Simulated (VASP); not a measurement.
# Ir in VASP: a series of runs

The runs below take Ir through single point, relaxation of the atoms, with PBEsol.

Program: VASP 6.6.1. These are calculated values, not measurements. Logs are shortened: lines on timing, memory, paths and dates and some standing lists are left out, and cuts for length are marked.

## 1. The cell of the first run

The cell holds a slab with vacuum, 5 atoms: a = 2.709 Å, b = 2.709 Å, c = 29.488 Å, α = 90.00°, β = 90.00°, γ = 90.00°.

## 2. Single point, PBEsol

The input, INCAR:

```
SYSTEM = Ir
ALGO = Normal
DIPOL = 0.5 0.5 0.500
EDIFF = 1E-7
ENCUT = 520
GGA = PS
IDIPOL = 3
ISIF = 2
ISMEAR = -1
LASPH = .TRUE.
LCHARG = .FALSE.
LDIPOL = .TRUE.
LREAL = .FALSE.
LWAVE = .FALSE.
NBANDS = 30
NELM = 100
PREC = Accurate
SIGMA = 0.05
```

The input, KPOINTS:

```
k-points
0
G
  13 13 1
  0 0 0
```

The input, POSCAR:

```
Ir
1.0
    2.7088887785      0.0000000000      0.0000000000
    0.0000000000      2.7088887785      0.0000000000
    0.0000000000      0.0000000000     29.4877000000
Ir
5
Direct
    0.0000000000      0.0000000000      0.3730376318
    0.5000000000      0.5000000000      0.4342467887
    0.0000000000      0.0000000000      0.4999999999
    0.5000000000      0.5000000000      0.5657532117
    0.0000000000      0.0000000000      0.6269623682
```

Potentials or basis: VASP PAW PBE potentials, release 64 (Ir).

The run is started by

```
> cat potpaw_PBE.64/Ir/POTCAR > POTCAR
> mpirun -np 1 vasp_std > vasp.out
```

OUTCAR:

```text
SYSTEM = Ir
   EDIFF = 1E-7
   ENCUT = 520
   GGA = PS
   ISIF = 2
   ISMEAR = -1
   LASPH = .TRUE.
   LREAL = .FALSE.
   NELM = 100
   PREC = Accurate

 ion  position               nearest neighbor table
   1  0.000  0.000  0.373-   2 2.63   2 2.63   2 2.63   2 2.63
   2  0.500  0.500  0.434-   1 2.63   1 2.63   1 2.63   1 2.63   3 2.73   3 2.73   3 2.73   3 2.73

   3  0.000  0.000  0.500-   2 2.73   2 2.73   2 2.73   2 2.73   4 2.73   4 2.73   4 2.73   4 2.73

   4  0.500  0.500  0.566-   5 2.63   5 2.63   5 2.63   5 2.63   3 2.73   3 2.73   3 2.73   3 2.73

   5  0.000  0.000  0.627-   4 2.63   4 2.63   4 2.63   4 2.63

  LATTYP: Found a simple tetragonal cell.
 ALAT       =     2.7088887785
 C/A-ratio  =    10.8855336675

  Lattice vectors:

 A1 = (   2.7088887785,   0.0000000000,   0.0000000000)
 A2 = (   0.0000000000,   2.7088887785,   0.0000000000)
 A3 = (   0.0000000000,   0.0000000000,  29.4877000000)

Analysis of symmetry for initial positions (statically):
=====================================================================
 Subroutine PRICEL returns:
 Original cell was already a primitive cell.

 Routine SETGRP: Setting up the symmetry group for a
 simple tetragonal supercell.

 Subroutine GETGRP returns: Found 16 space group operations
 (whereof 16 operations were pure point group operations)
 out of a pool of 16 trial point group operations.

The static configuration has the point symmetry D_4h.

Analysis of symmetry for dynamics (positions and initial velocities):
=====================================================================
 Subroutine PRICEL returns:
 Original cell was already a primitive cell.

 Routine SETGRP: Setting up the symmetry group for a
 simple tetragonal supercell.

 Subroutine GETGRP returns: Found 16 space group operations
 (whereof 16 operations were pure point group operations)
 out of a pool of 16 trial point group operations.

The dynamic configuration has the point symmetry D_4h.

 Subroutine INISYM returns: Found 16 space group operations
 (whereof 16 operations are pure point group operations),
 and found     1 'primitive' translations

----------------------------------------------------------------------------------------

                                     Primitive cell

  volume of cell :     216.3831

  direct lattice vectors                    reciprocal lattice vectors
     2.708888778  0.000000000  0.000000000     0.369155060  0.000000000  0.000000000
     0.000000000  2.708888778  0.000000000     0.000000000  0.369155060  0.000000000
     0.000000000  0.000000000 29.487700000     0.000000000  0.000000000  0.033912445

  length of vectors
     2.708888778  2.708888778 29.487700000     0.369155060  0.369155060  0.033912445

  position of ions in fractional coordinates (direct lattice)
     0.000000000  0.000000000  0.373037632
     0.500000000  0.500000000  0.434246789
     0.000000000  0.000000000  0.500000000
     0.500000000  0.500000000  0.565753212
     0.000000000  0.000000000  0.626962368

  ion indices of the primitive-cell ions
   primitive index   ion index
                 1           1
                 2           2
                 3           3
                 4           4
                 5           5

----------------------------------------------------------------------------------------

 KPOINTS: k-points

Automatic generation of k-mesh.
 Grid dimensions read from file:
 generate k-points for:   13   13    1

 Generating k-lattice:

  Cartesian coordinates                     Fractional coordinates (reciprocal lattice)
     0.028396543  0.000000000  0.000000000     0.076923077  0.000000000  0.000000000
     0.000000000  0.028396543  0.000000000     0.000000000  0.076923077  0.000000000
     0.000000000  0.000000000  0.033912445     0.000000000  0.000000000  1.000000000

  Length of vectors
     0.028396543  0.028396543  0.033912445

  Shift w.r.t. Gamma in fractional coordinates (k-lattice)
     0.000000000  0.000000000  0.000000000

 Subroutine IBZKPT returns following result:
 ===========================================

 Found     28 irreducible k-points:

 Following reciprocal coordinates:
            Coordinates               Weight
  0.000000  0.000000  0.000000      1.000000
  0.076923  0.000000  0.000000      4.000000
  0.153846  0.000000  0.000000      4.000000
  0.230769  0.000000  0.000000      4.000000
  0.307692  0.000000  0.000000      4.000000
  0.384615  0.000000  0.000000      4.000000
[... 16 lines left out ...]
  0.307692  0.307692  0.000000      4.000000
  0.384615  0.307692  0.000000      8.000000
 [... further k-points ...]
   k-points           NKPTS =     28   k-points in BZ     NKDIM =     28   number of bands    NBANDS=     30
   number of dos      NEDOS =    301   number of ions     NIONS =      5
   total plane-waves  NPLWV =  89600
   dimension x,y,z NGX =    20 NGY =   20 NGZ =  224
   dimension x,y,z NGXF=    40 NGYF=   40 NGZF=  448
   ions per type =               5
   NGX,Y,Z   is equivalent  to a cutoff of  12.27, 12.27, 12.63 a.u.
   NGXF,Y,Z  is equivalent  to a cutoff of  24.55, 24.55, 25.26 a.u.
 SYSTEM =  Ir
   PREC   = accura    normal or accurate (medium, high low for compatibility)
   ISTART =      0    job   : 0-new  1-cont  2-samecut
   ICHARG =      2    charge: 1-file 2-atom 10-const
   ISPIN  =      1    spin polarized calculation?
   LNONCOLLINEAR =      F non collinear calculations
   LSORBIT =      F    spin-orbit coupling
   LASPH  =      T    aspherical Exc in radial PAW
   ENCUT  =  520.0 eV  38.22 Ry    6.18 a.u.   5.04  5.04 54.83*2*pi/ulx,y,z
   NELM   =    100;   NELMIN=  2; NELMDL= -5     # of ELM steps
   EDIFF  = 0.1E-06   stopping-criterion for ELM
   LREAL  =      F    real-space projection
   EDIFFG = 0.1E-05   stopping-criterion for IOM
   NSW    =      0    number of steps for IOM
   IBRION =     -1    ionic relax: 0-MD 1-quasi-New 2-CG
   NFREE  =      0    steps in history (QN), initial steepest desc. (CG)
   ISIF   =      2    stress and relaxation
   ISYM   =      2    0-nonsym 1-usesym 2-fastsym
   POTIM  = 0.5000    time-step for ionic-motion
   TEBEG  =    0.0;   TEEND  =   0.0 temperature during run
   PSTRESS=    0.0 pullay stress
   NELECT =      45.0000    total number of electrons
   NUPDOWN=      -1.0000    fix difference up-down
   EMIN   =  10.00;   EMAX   =-10.00  energy-range for DOS
   EFERMI =   0.00;   METHOD = LEGACY
   ISMEAR =    -1;   SIGMA  =   0.05  broadening in eV -4-tet -1-fermi 0-gaus
   EFERMI_NEDOS =   21; number of points for ismear=-14 and -15
   IALGO  =     38    algorithm
   IMIX   =      4    mixing-type and parameters
     AMIX     =   0.40;   BMIX     =  1.00
     AMIX_MAG =   1.60;   BMIX_MAG =  1.00
  volume/ion in A,a.u.               =      43.28       292.04
  Fermi-wavevector in a.u.,A,eV,Ry     =   0.969924  1.832891 12.799728  0.940753
  Thomas-Fermi vector in A             =   2.100017
   LORBIT       =      0    0 simple, 1 ext, 2 COOP (PROOUT), +10 PAW based schemes
   GGA     = PS    functional components
   LHFCALC =     F    Hartree Fock is set to
   AEXX    =    0.0000 exact exchange contribution
   IVDW    =     0    specifies the selected vdW correction
   LEPSILON=     F    determine dielectric tensor
   LRPA    =     F    only Hartree local field effects (RPA)
 non-spin polarized calculation
  energy-cutoff  :      520.00
  volume of cell :      216.38
 maximum number of plane-waves:      5867
   NGX = 11   NGY = 11   NGZ =109

 dipolmoment           0.000000      0.000000      0.000000 electrons x Angstroem

 number of electron      44.9999994 magnetization

 dipolmoment           0.000000      0.000000     -0.000000 electrons x Angstroem

 Free energy of the ion-electron system (eV)
  ---------------------------------------------------
  ext. energy  EPLUGINS =         0.00000000
  ---------------------------------------------------
  free energy    TOTEN  =       -46.10815762 eV

  energy without entropy =      -46.07129432  energy(sigma->0) =      -46.08972597

 E-fermi :  -0.5083     XC(G=0):  -5.2693

 val. band max:       -0.5121651680   @ k =   0.3077   0.0000   0.0000
 cond. band min:      -0.4724130054   @ k =   0.4615   0.3846   0.0000
 fundamental gap:      0.0397521626
 Fermi energy:        -0.5082689767

 k-point     1 :       0.0000    0.0000    0.0000
  band No.  band energies     occupation
      1     -11.2745      2.00000
      2      -9.9850      2.00000
      3      -8.4302      2.00000
      4      -7.9009      2.00000
      5      -7.7789      2.00000
      6      -7.6771      2.00000
[... 22 lines left out ...]
     29       0.7567      0.00000
     30       0.7567      0.00000

 k-point     2 :       0.0769    0.0000    0.0000
  band No.  band energies     occupation
      1     -11.1054      2.00000
      2      -9.8361      2.00000
      3      -8.2960      2.00000
      4      -7.7802      2.00000
      5      -7.6527      2.00000
      6      -7.5472      2.00000
[... 22 lines left out ...]
     29       0.8309      0.00000
     30       1.0953      0.00000

 k-point     3 :       0.1538    0.0000    0.0000
  band No.  band energies     occupation
      1     -10.6249      2.00000
      2      -9.4428      2.00000
      3      -7.9969      2.00000
      4      -7.5425      2.00000
      5      -7.3376      2.00000
      6      -7.2269      2.00000
[... 22 lines left out ...]
     29       0.8210      0.00000
     30       2.1900      0.00000

 k-point     4 :       0.2308    0.0000    0.0000
  band No.  band energies     occupation
      1      -9.9151      2.00000
      2      -8.9684      2.00000
      3      -7.7700      2.00000
      4      -7.3297      2.00000
      5      -7.1894      2.00000
      6      -6.5547      2.00000
[... 22 lines left out ...]
     29       0.7200      0.00000
     30       3.2176      0.00000

 k-point     5 :       0.3077    0.0000    0.0000
  band No.  band energies     occupation
      1      -9.1262      2.00000
      2      -8.6246      2.00000
      3      -7.7949      2.00000
      4      -7.1388      2.00000
      5      -7.0168      2.00000
      6      -5.8817      2.00000
[... 22 lines left out ...]
     29       1.5035      0.00000
     30       4.0792      0.00000
[... 526 lines left out ...]
     29       4.3140      0.00000
     30       5.6241      0.00000

 k-point    22 :       0.4615    0.2308    0.0000
  band No.  band energies     occupation
      1      -7.5223      2.00000
      2      -7.3167      2.00000
      3      -7.1191      2.00000
      4      -7.0702      2.00000
      5      -6.7508      2.00000
      6      -6.2306      2.00000
[... 22 lines left out ...]
     29       3.8773      0.00000
     30       4.5307      0.00000

 k-point    23 :       0.3077    0.3077    0.0000
  band No.  band energies     occupation
      1      -7.7904      2.00000
      2      -6.9342      2.00000
      3      -6.8174      2.00000
      4      -6.7670      2.00000
      5      -6.6375      2.00000
      6      -6.3650      2.00000
[... 22 lines left out ...]
     29       4.1930      0.00000
     30       5.7684      0.00000

 k-point    24 :       0.3846    0.3077    0.0000
  band No.  band energies     occupation
      1      -7.7081      2.00000
      2      -7.2423      2.00000
      3      -7.1034      2.00000
      4      -7.0051      2.00000
      5      -6.6762      2.00000
      6      -6.5976      2.00000
[... 22 lines left out ...]
     29       4.9773      0.00000
     30       5.9925      0.00000

 [... further k-points ...]

------------------------ aborting loop because EDIFF is reached ----------------------------------------

 vacuum level on the upper side and lower side of the slab       (xc-potential included)        -0.009        -0.009

  FORCE on cell =-STRESS in cart. coord.  units (eV):
  Direction    XX          YY          ZZ          XY          YZ          ZX
  --------------------------------------------------------------------------------------
  -------------------------------------------------------------------------------------
  Total       -3.0747486     -3.0747486      0.4381455      0.0000000      0.0000000     -0.0000000
  in kB      -22.7665356    -22.7665356      3.2441858      0.0000000      0.0000000     -0.0000000
  external PRESSURE =     -14.0962951 kB  Pullay stress =       0.0000000 kB

 VOLUME and BASIS-vectors are now :
 -----------------------------------------------------------------------------
  energy-cutoff  :      520.00
  volume of cell :      216.38
      direct lattice vectors                 reciprocal lattice vectors
     2.708888778  0.000000000  0.000000000     0.369155060  0.000000000  0.000000000
     0.000000000  2.708888778  0.000000000     0.000000000  0.369155060  0.000000000
     0.000000000  0.000000000 29.487700000     0.000000000  0.000000000  0.033912445

 POSITION                                       TOTAL-FORCE (eV/Angst)
 -----------------------------------------------------------------------------------
      0.00000      0.00000     11.00002        -0.000000      0.000000     -0.079711
      1.35444      1.35444     12.80494        -0.000000      0.000000      0.032016
      0.00000      0.00000     14.74385        -0.000000      0.000000     -0.000000
      1.35444      1.35444     16.68276         0.000000      0.000000     -0.032016
      0.00000      0.00000     18.48768         0.000000     -0.000000      0.079711
 -----------------------------------------------------------------------------------
    total drift:                                0.000000      0.000000     -0.000007

  FREE ENERGIE OF THE ION-ELECTRON SYSTEM (eV)
  ---------------------------------------------------
  free  energy   TOTEN  =       -46.1081576193 eV

  energy  without entropy=      -46.0712943208  energy(sigma->0) =      -46.08972597

 vacuum level on the upper side and lower side of the slab         5.179         5.179
```

Wall time 3 min (1 thread of Intel Xeon 6975P-C (Granite Rapids), shared host); peak memory 0.36 GiB.

What came out:

```yaml
Free_energy: -46.1082 eV
Largest_force: 0.080 eV/Å
Band_gap_on_the_k_mesh: zero (an odd number of electrons rules out a gap without spin polarisation)
```

Forces on the atoms (eV/Å):
```
Ir   0.000  0.000 -0.080
Ir   0.000  0.000  0.032
Ir   0.000  0.000  0.000
Ir   0.000  0.000 -0.032
Ir   0.000  0.000  0.080
```

Levels at points of the mesh, in eV from the Fermi level:
| k point | band 19 | band 20 | band 21 | band 22 | band 23 | band 24 | band 25 | band 26 |
| --- | --- | --- | --- | --- | --- | --- | --- | --- |
| (0.00, 0.00, 0.00) | -1.34 | -1.21 | -1.11 | -0.79 | 0.12 | 0.29 | 0.29 | 0.68 |

Caveat: the PAW data sets were made with another functional, which shifts forces and pressure a little; spin-orbit coupling is left out, which moves the levels of the heavy elements.

## 3. Relaxation of the atoms, PBEsol

This run uses another cell than the first one.

The input, INCAR:

```
SYSTEM = Ir
  PREC = Accurate
  ENCUT = 520
  EDIFF = 1E-6
  ISMEAR = -1
  SIGMA = 0.05
  LREAL = .False.
  LASPH = .True.
  NELM = 100
  ALGO = Normal
  ISIF = 2
  LWAVE = .False.
  LCHARG = .False.
  LDIPOL = .True.
  IDIPOL = 3
  DIPOL = 0.5 0.5 0.500
  GGA = PS
  IBRION = 2
  NSW = 32
  EDIFFG = -0.01
```

The input, KPOINTS:

```
regular mesh
0
Gamma
  13 13 1
  0 0 0
```

The input, POSCAR:

```
Ir
1.0
    2.7088887785      0.0000000000      0.0000000000
    0.0000000000      2.7088887785      0.0000000000
    0.0000000000      0.0000000000     23.6619000000
Ir
5
Direct
    0.0000000000      0.0000000000      0.3417782078
    0.5000000000      0.5000000000      0.4180576804
    0.0000000000      0.0000000000      0.4999999998
    0.5000000000      0.5000000000      0.5819423198
    0.0000000000      0.0000000000      0.6582217921
```

Potentials or basis: VASP PAW PBE potentials, release 64 (Ir).

The run is started by

```
> cat potpaw_PBE.64/Ir/POTCAR > POTCAR
> mpirun -np 1 vasp_std > vasp.out
```

It took 13 min on 1 thread of Oxide Virtual Turin-like, shared host; peak memory 0.28 GiB.

The run converged. Its results:

```yaml
Free_energy: -46.1087 eV
Energy_gained_by_relaxing: 0.1 meV/atom
Ionic_steps: 5
Band_gap_on_the_k_mesh: zero (an odd number of electrons rules out a gap without spin polarisation)
```

The path:
```csv
step,energy change (eV),largest force (eV/Å),pressure (GPa)
1,0.0000,0.0795,-1.76
2,-0.0003,0.0466,-1.90
3,-0.0003,0.0400,-1.89
4,-0.0005,0.0244,-1.95
5,-0.0006,0.0012,-2.04
```

Final structure:
```xyz
5
Lattice="2.7089 0.0000 0.0000 0.0000 2.7089 0.0000 0.0000 0.0000 23.6619" Properties=species:S:1:pos:R:3 pbc="T T T"
Ir    0.0000    0.0000    8.0792
Ir    1.3544    1.3544    9.8896
Ir    0.0000    0.0000   11.8309
Ir    1.3544    1.3544   13.7723
Ir    0.0000    0.0000   15.5827
```

Levels at points of the mesh, in eV from the Fermi level:
```
           k point  band 20  band 21  band 22  band 23  band 24  band 25
(0.00, 0.00, 0.00)    -1.22    -1.09    -0.77     0.13     0.30     0.30
```

Caveat: the PAW data sets were made with another functional, which shifts forces and pressure a little; spin-orbit coupling is left out, which moves the levels of the heavy elements.
